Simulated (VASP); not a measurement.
Cu: single point with BLYP

Crystal: Cu.

```
CELL_PARAMETERS angstrom
2.58464 0.00000 0.00000
-1.29232 2.23837 0.00000
0.00000 0.00000 8.43402
ATOMIC_POSITIONS crystal
Cu 0.00000 0.00000 0.00000
Cu 0.00000 0.00000 0.50000
Cu 0.33333 0.66667 0.25000
Cu 0.66667 0.33333 0.75000
```

This isn't the form of Cu at room conditions, which is fcc.

* Program: VASP 6.6.1
* Task: single point
* Functional: BLYP
* Potentials or basis: VASP PAW PBE potentials, release 64 (Cu)
* Cutoff: 520 eV
* k mesh: 15 × 15 × 4
* Occupations: fermi-dirac, width 0.1 eV
* Spin: no spin polarisation

The pressure is 5.9 GPa. The band gap on the k mesh is zero (bands 22 and 23 overlap by 5.26 eV).

Stress tensor (GPa, compression positive):
```
5.46 0.00 0.00
0.00 5.46 0.00
0.00 0.00 6.92
```

Levels at points of the mesh, in eV from the Fermi level:
| k point | band 19 | band 20 | band 21 | band 22 | band 23 | band 24 | band 25 | band 26 |
| --- | --- | --- | --- | --- | --- | --- | --- | --- |
| (0.00, 0.00, 0.00) | -2.25 | -2.10 | -2.10 | -1.82 | -1.82 | -0.81 | 3.46 | 12.18 |
| (0.00, 0.00, 0.50) | -2.37 | -2.37 | -1.94 | -1.94 | -1.94 | -1.94 | 6.66 | 6.66 |

Wall time 50 s on 1 thread of Intel(R) Xeon(R) 6975P-C (Granite Rapids) (shared host), peak memory 0.22 GiB.

Caveat: the cell stands under pressure; the PAW data sets were made with another functional, which shifts forces and pressure a little.
